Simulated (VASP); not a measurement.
Input of a VASP 6.6.1 run:

The input INCAR:

```
SYSTEM = AgCl
PREC = Accurate
ENCUT = 520
EDIFF = 1E-6
ISMEAR = 0
SIGMA = 0.05
LREAL = .FALSE.
LASPH = .TRUE.
NELM = 80
ALGO = Normal
ISIF = 2
LWAVE = .FALSE.
LCHARG = .FALSE.
GGA = PE
NBANDS = 16
```

The input KPOINTS:

```
regular mesh
0
G
  8 8 8
  0 0 0
```

Contents of POSCAR:

```
AgCl
1.0
    0.0000000000      2.9950020000      2.9950020000
    2.9950020000      0.0000000000      2.9950020000
    2.9950020000      2.9950020000      0.0000000000
Ag Cl
1 1
Direct
    0.5000000000      0.5000000000      0.5000000000
    0.0000000000      0.0000000000      0.0000000000
```

Potentials or basis: VASP PAW PBE potentials, release 64 (Ag, Cl).

Run with:

```sh
$ cat potpaw_PBE.64/Ag/POTCAR potpaw_PBE.64/Cl/POTCAR > POTCAR
$ mpirun -np 1 vasp_std > vasp.out
```

(1) Predict the pressure.

(2) Estimate the band gap on the k mesh.

## Answers

(1) -5.0 GPa.

(2) 1.05 eV, indirect (least direct gap 2.50 eV).

Caveat: the cell differs from its parent crystal (strain +0.080 along x and y, +0.080 along z).
